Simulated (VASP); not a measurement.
PbF2: single point with PBE

The system is PbF2.

```xyz
12
Lattice="6.5783 0.0000 0.0000 0.0000 3.9502 0.0000 0.0000 0.0000 7.8307" Properties=species:S:1:pos:R:3 pbc="T T T"
Pb    1.6953    0.9876    7.0755
Pb    4.8830    2.9627    0.7552
Pb    4.9845    0.9876    4.6706
Pb    1.5938    2.9627    3.1601
F     3.1840    0.9876    1.1458
F     3.3944    2.9627    6.6849
F     6.4732    0.9876    2.7696
F     0.1052    2.9627    5.0612
F     4.2195    2.9627    3.3553
F     2.3588    0.9876    4.4754
F     0.9303    2.9627    0.5600
F     5.6480    0.9876    7.2707
```

```
Program                : VASP 6.6.1
Task                   : single point
Functional             : PBE
Potentials or basis    : VASP PAW PBE potentials, release 64 (Pb_d, F)
Cutoff                 : 520 eV
k mesh                 : 4 × 6 × 4
Occupations            : gaussian, width 0.02 eV
Spin                   : no spin polarisation
Dipole correction      : no
Further INCAR settings : ALGO = Normal; EDIFF = 1e-06; NBANDS = 68
```

```yaml
Pressure: -0.2 GPa
Largest_force: 0.020 eV/Å
Band_gap_on_the_k_mesh: 4.42 eV (least direct gap 4.59 eV)
```

Forces on the atoms (eV/Å):
```
Pb  -0.011  0.000 -0.016
Pb   0.011  0.000  0.016
Pb  -0.011  0.000  0.016
Pb   0.011  0.000 -0.016
F    0.005  0.000  0.012
F   -0.005  0.000 -0.012
F    0.005  0.000 -0.012
F   -0.005  0.000  0.012
F    0.002  0.000 -0.006
F   -0.002  0.000  0.006
F    0.002  0.000  0.006
F   -0.002  0.000 -0.006
```

Levels at points of the mesh, in eV from the valence-band top:
```
           k point  band 54  band 55  band 56  band 57  band 58  band 59
(0.00, 0.00, 0.00)    -0.42    -0.29    -0.16     4.42     4.71     5.59
(0.50, 0.00, 0.00)    -0.85    -0.24    -0.24     4.43     4.43     5.43
(0.00, 0.50, 0.00)    -0.51    -0.14    -0.14     4.92     4.92     5.55
(0.50, 0.50, 0.00)    -0.42    -0.42    -0.42     4.91     4.91     4.91
(0.00, 0.00, 0.50)    -1.08    -0.18    -0.18     5.07     5.07     5.67
(0.50, 0.00, 0.50)    -0.56    -0.52    -0.52     4.73     4.73     5.02
(0.00, 0.50, 0.50)    -0.34    -0.22    -0.22     4.49     4.49     5.92
(0.50, 0.50, 0.50)    -0.40    -0.40    -0.40     4.80     4.80     4.80
```

It took 6.9 min on 1 thread of Intel(R) Xeon(R) Platinum 8375C CPU @ 2.90GHz (Ice Lake), on a shared host, peak memory 0.5 GiB.

Caveat: spin-orbit coupling is left out, which moves the levels of the heavy elements. A k mesh can miss the band edges.
